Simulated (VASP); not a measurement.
# Na (Im-3m) in VASP: a series of runs, part 2 of 2

VASP 6.6.1. The steps go on from the part before.

## Step 4: Relaxation of cell and atoms, PBEsol

This run uses another cell than the first one, of 37.98 Å³/atom.

INCAR reads:

```
PREC = Accurate
ENCUT = 600
EDIFF = 1E-6
ISMEAR = 0
SIGMA = 0.1
LREAL = False
LASPH = True
NELM = 60
ALGO = Normal
ISIF = 3
LWAVE = False
LCHARG = False
GGA = PS
IBRION = 2
NSW = 100
EDIFFG = -0.005
```

KPOINTS reads:

```
regular mesh
0
Gamma
  14 14 14
```

POSCAR reads:

```
Na
1.0
   -2.1175000000      2.1175000000      2.1175000000
    2.1175000000     -2.1175000000      2.1175000000
    2.1175000000      2.1175000000     -2.1175000000
Na
1
Direct
    0.0000000000      0.0000000000      0.0000000000
```

Potentials or basis: VASP PAW PBE potentials, release 64 (Na_pv).

On the command line:

```sh
> cat potpaw_PBE.64/Na_pv/POTCAR > POTCAR
> mpirun -np 1 vasp_std > vasp.out
```

OUTCAR:

```text
PREC = Accurate
   ENCUT = 600
   EDIFF = 1E-6
   ISMEAR = 0
   LREAL = False
   LASPH = True
   NELM = 60
   ISIF = 3
   GGA = PS
   IBRION = 2
   NSW = 100
   EDIFFG = -0.005

 ion  position               nearest neighbor table
   1  0.000  0.000  0.000-

  LATTYP: Found a body centered cubic cell.
 ALAT       =     4.2350000000

  Lattice vectors:

 A1 = (  -2.1175000000,   2.1175000000,   2.1175000000)
 A2 = (   2.1175000000,  -2.1175000000,   2.1175000000)
 A3 = (   2.1175000000,   2.1175000000,  -2.1175000000)

Analysis of symmetry for initial positions (statically):
=====================================================================
 Subroutine PRICEL returns:
 Original cell was already a primitive cell.

 Routine SETGRP: Setting up the symmetry group for a
 body centered cubic supercell.

 Subroutine GETGRP returns: Found 48 space group operations
 (whereof 48 operations were pure point group operations)
 out of a pool of 48 trial point group operations.

The static configuration has the point symmetry O_h .

Analysis of symmetry for dynamics (positions and initial velocities):
=====================================================================
 Subroutine PRICEL returns:
 Original cell was already a primitive cell.

 Routine SETGRP: Setting up the symmetry group for a
 body centered cubic supercell.

 Subroutine GETGRP returns: Found 48 space group operations
 (whereof 48 operations were pure point group operations)
 out of a pool of 48 trial point group operations.

The dynamic configuration has the point symmetry O_h .

 Subroutine INISYM returns: Found 48 space group operations
 (whereof 48 operations are pure point group operations),
 and found     1 'primitive' translations

----------------------------------------------------------------------------------------

                                     Primitive cell

  volume of cell :      37.9778

  direct lattice vectors                    reciprocal lattice vectors
    -2.117500000  2.117500000  2.117500000     0.000000000  0.236127509  0.236127509
     2.117500000 -2.117500000  2.117500000     0.236127509  0.000000000  0.236127509
     2.117500000  2.117500000 -2.117500000     0.236127509  0.236127509  0.000000000

  length of vectors
     3.667617585  3.667617585  3.667617585     0.333934725  0.333934725  0.333934725

  position of ions in fractional coordinates (direct lattice)
     0.000000000  0.000000000  0.000000000

  ion indices of the primitive-cell ions
   primitive index   ion index
                 1           1

----------------------------------------------------------------------------------------

 KPOINTS: regular mesh

Automatic generation of k-mesh.
 Grid dimensions read from file:
 generate k-points for:   14   14   14

 Generating k-lattice:

  Cartesian coordinates                     Fractional coordinates (reciprocal lattice)
     0.000000000  0.016866251  0.016866251     0.071428571  0.000000000  0.000000000
     0.016866251  0.000000000  0.016866251     0.000000000  0.071428571  0.000000000
     0.016866251  0.016866251  0.000000000     0.000000000  0.000000000  0.071428571

  Length of vectors
     0.023852480  0.023852480  0.023852480

  Shift w.r.t. Gamma in fractional coordinates (k-lattice)
     0.000000000  0.000000000  0.000000000

 Subroutine IBZKPT returns following result:
 ===========================================

 Found    104 irreducible k-points:

 Following reciprocal coordinates:
            Coordinates               Weight
  0.000000  0.000000  0.000000      1.000000
  0.071429  0.000000  0.000000     12.000000
  0.142857  0.000000  0.000000     12.000000
  0.214286  0.000000  0.000000     12.000000
  0.285714  0.000000  0.000000     12.000000
  0.357143  0.000000  0.000000     12.000000
[... 16 lines left out ...]
  0.285714  0.285714  0.000000     24.000000
  0.357143  0.285714  0.000000     24.000000
 [... further k-points ...]
   k-points           NKPTS =    104   k-points in BZ     NKDIM =    104   number of bands    NBANDS=      7
   number of dos      NEDOS =    301   number of ions     NIONS =      1
   total plane-waves  NPLWV =  27000
   dimension x,y,z NGX =    30 NGY =   30 NGZ =   30
   dimension x,y,z NGXF=    60 NGYF=   60 NGZF=   60
   ions per type =               1
   NGX,Y,Z   is equivalent  to a cutoff of  13.60, 13.60, 13.60 a.u.
   NGXF,Y,Z  is equivalent  to a cutoff of  27.20, 27.20, 27.20 a.u.
 SYSTEM =  unknown system
   PREC   = accura    normal or accurate (medium, high low for compatibility)
   ISTART =      0    job   : 0-new  1-cont  2-samecut
   ICHARG =      2    charge: 1-file 2-atom 10-const
   ISPIN  =      1    spin polarized calculation?
   LNONCOLLINEAR =      F non collinear calculations
   LSORBIT =      F    spin-orbit coupling
   LASPH  =      T    aspherical Exc in radial PAW
   ENCUT  =  600.0 eV  44.10 Ry    6.64 a.u.   7.33  7.33  7.33*2*pi/ulx,y,z
   NELM   =     60;   NELMIN=  2; NELMDL= -5     # of ELM steps
   EDIFF  = 0.1E-05   stopping-criterion for ELM
   LREAL  =      F    real-space projection
   EDIFFG = -.5E-02   stopping-criterion for IOM
   NSW    =    100    number of steps for IOM
   IBRION =      2    ionic relax: 0-MD 1-quasi-New 2-CG
   NFREE  =      1    steps in history (QN), initial steepest desc. (CG)
   ISIF   =      3    stress and relaxation
   ISYM   =      2    0-nonsym 1-usesym 2-fastsym
   POTIM  = 0.5000    time-step for ionic-motion
   TEBEG  =    0.0;   TEEND  =   0.0 temperature during run
   PSTRESS=    0.0 pullay stress
   NELECT =       7.0000    total number of electrons
   NUPDOWN=      -1.0000    fix difference up-down
   EMIN   =  10.00;   EMAX   =-10.00  energy-range for DOS
   EFERMI =   0.00;   METHOD = LEGACY
   ISMEAR =     0;   SIGMA  =   0.10  broadening in eV -4-tet -1-fermi 0-gaus
   EFERMI_NEDOS =   21; number of points for ismear=-14 and -15
   IALGO  =     38    algorithm
   IMIX   =      4    mixing-type and parameters
     AMIX     =   0.40;   BMIX     =  1.00
     AMIX_MAG =   1.60;   BMIX_MAG =  1.00
  volume/ion in A,a.u.               =      37.98       256.29
  Fermi-wavevector in a.u.,A,eV,Ry     =   0.931674  1.760609 11.810087  0.868017
  Thomas-Fermi vector in A             =   2.058192
   LORBIT       =      0    0 simple, 1 ext, 2 COOP (PROOUT), +10 PAW based schemes
   GGA     = PS    functional components
   LHFCALC =     F    Hartree Fock is set to
   AEXX    =    0.0000 exact exchange contribution
   IVDW    =     0    specifies the selected vdW correction
   LEPSILON=     F    determine dielectric tensor
   LRPA    =     F    only Hartree local field effects (RPA)
 conjugate gradient relaxation of ions
 non-spin polarized calculation
 Gauss-broadening in eV      SIGMA  =   0.10
  energy-cutoff  :      600.00
  volume of cell :       37.98
 maximum number of plane-waves:      1283
 NGX is ok and might be reduce to    30
   NGX = 15   NGY = 15   NGZ = 15

--------------------------------------- Ionic step        1  -------------------------------------------

 number of electron       7.0000000 magnetization

 Free energy of the ion-electron system (eV)
  ---------------------------------------------------
  ext. energy  EPLUGINS =         0.00000000
  ---------------------------------------------------
  free energy    TOTEN  =        -1.39872404 eV

  energy without entropy =       -1.39566523  energy(sigma->0) =       -1.39719463

------------------------ aborting loop because EDIFF is reached ----------------------------------------

  FORCE on cell =-STRESS in cart. coord.  units (eV):
  Direction    XX          YY          ZZ          XY          YZ          ZX
  --------------------------------------------------------------------------------------
  -------------------------------------------------------------------------------------
  Total       -0.0832411     -0.0832411     -0.0832411      0.0000000     -0.0000000      0.0000000
  in kB       -3.5117065     -3.5117065     -3.5117065      0.0000000     -0.0000000      0.0000000
  external PRESSURE =      -3.5117065 kB  Pullay stress =       0.0000000 kB
[... 127 lines left out ...]
--------------------------------------- Ionic step        5  -------------------------------------------

 number of electron       6.9999991 magnetization

 Free energy of the ion-electron system (eV)
  ---------------------------------------------------
  ext. energy  EPLUGINS =         0.00000000
  ---------------------------------------------------
  free energy    TOTEN  =        -1.40064731 eV

  energy without entropy =       -1.39763284  energy(sigma->0) =       -1.39914007

 E-fermi :   0.3437     XC(G=0):  -6.5609

 val. band max:        0.3166964126   @ k =  -0.3571   0.4286   0.1429
 cond. band min:       0.3980167060   @ k =   0.3571   0.0714   0.0714
 fundamental gap:      0.0813202934
 Fermi energy:         0.3436976783

 k-point     1 :       0.0000    0.0000    0.0000
  band No.  band energies     occupation
      1     -24.3977      2.00000
      2     -24.3977      2.00000
      3     -24.3977      2.00000
      4      -2.9556      2.00000
      5      12.2492      0.00000
      6      12.2492      0.00000
      7      12.2492      0.00000
[... 221 lines left out ...]
 k-point    24 :       0.3571    0.2857    0.0000
  band No.  band energies     occupation
      1     -24.4275      2.00000
      2     -24.4215      2.00000
      3     -24.4025      2.00000
      4       2.0922      0.00000
      5       2.5222      0.00000
      6       3.8345      0.00000
      7       8.5072      0.00000

 [... further k-points ...]
[... 5 lines left out ...]
  --------------------------------------------------------------------------------------
  -------------------------------------------------------------------------------------
  Total       -0.0045360     -0.0045360     -0.0045360      0.0000000      0.0000000     -0.0000000
  in kB       -0.2005108     -0.2005108     -0.2005108      0.0000000      0.0000000     -0.0000000
  external PRESSURE =      -0.2005108 kB  Pullay stress =       0.0000000 kB
[... 16 lines left out ...]
  FREE ENERGIE OF THE ION-ELECTRON SYSTEM (eV)
  ---------------------------------------------------
  free  energy   TOTEN  =        -1.4006473083 eV

  energy  without entropy=       -1.3976328357  energy(sigma->0) =       -1.39914007

 reached required accuracy - stopping structural energy minimisation
```

OSZICAR:

```text
N       E                     dE             d eps       ncg     rms          rms(c)
DAV:   1     0.219547751529E+02    0.21955E+02   -0.41035E+03  1456   0.913E+02
DAV:   2    -0.929309991918E+00   -0.22884E+02   -0.22881E+02  1505   0.145E+02
DAV:   3    -0.139679561623E+01   -0.46749E+00   -0.46748E+00  1953   0.301E+01
DAV:   4    -0.140072855202E+01   -0.39329E-02   -0.39329E-02  1743   0.246E+00
[... 31 lines left out ...]
DAV:   1    -0.140077603279E+01   -0.12858E-03   -0.42701E-03  1456   0.150E+00    0.783E-02
DAV:   2    -0.140068044665E+01    0.95586E-04   -0.11550E-04  1456   0.235E-01    0.395E-02
DAV:   3    -0.140064923761E+01    0.31209E-04   -0.56322E-05  1484   0.157E-01    0.386E-03
DAV:   4    -0.140064731086E+01    0.19268E-05   -0.19602E-06   763   0.342E-02    0.343E-04
DAV:   5    -0.140064730829E+01    0.25716E-08   -0.56014E-08   728   0.484E-03
   5 F= -.14006473E+01 E0= -.13991401E+01  d E =-.192327E-02
```

Run time: 27 s. Hardware: 1 thread of Intel Xeon 6975P-C (Granite Rapids), shared host; peak memory 0.17 GiB.

What came out:

```yaml
Free_energy: -1.4006 eV
Relaxed_volume: 36.25 Å³/atom
Relaxed_cell: a = 3.611 Å, b = 3.611 Å, c = 3.611 Å, α = 109.47°, β = 109.47°, γ = 109.47°
Space_group_after_relaxing_to_0.1_Å: Im-3m (No. 229)
Energy_gained_by_relaxing: 1.9 meV/atom
Ionic_steps: 5
Pressure_after_relaxing: 0.0 GPa
Band_gap_on_the_k_mesh: zero (an odd number of electrons rules out a gap without spin polarisation)
```

The path:
| step | energy change (eV) | largest force (eV/Å) | pressure (GPa) | volume (Å³) |
| --- | --- | --- | --- | --- |
| 1 | 0.0000 | 0.0000 | -0.35 | 37.98 |
| 2 | -0.0008 | 0.0000 | -0.26 | 37.52 |
| 3 | -0.0019 | 0.0000 | -0.03 | 36.31 |
| 4 | -0.0019 | 0.0000 | 0.03 | 36.18 |
| 5 | -0.0019 | 0.0000 | -0.02 | 36.25 |

Final structure:
```yaml
crystal:
  lattice:
    - [-2.08479, 2.08479, 2.08479]
    - [2.08479, -2.08479, 2.08479]
    - [2.08479, 2.08479, -2.08479]
  atoms:
    - { symbol: Na, position: [0.00000, 0.00000, 0.00000] }
```

Caveat: the PAW data sets were made with another functional, which shifts forces and pressure a little.

## Step 5: Summary

```csv
task,cell,cutoff (eV),gap on the mesh (eV),pressure (GPa)
single point,"a = 3.848 Å, angles 109.5°, 1 atom",520,none,-0.9
single point,"a = 3.609 Å, angles 109.5°, 1 atom",520,none,0.0
relaxation of cell and atoms,"relaxed from a = 3.668 Å, angles 109.5°, 1 atom",600,none,0.0
```

Alike in all rows: level PBEsol; potentials or basis VASP PAW PBE potentials, release 64 (Na_pv); no spin polarisation; k mesh 14 × 14 × 14; smearing gaussian 0.1 eV.

Caveats: the PAW data sets were made with another functional, which shifts forces and pressure a little.

Absolute energies hang on the potentials; compare differences alone.
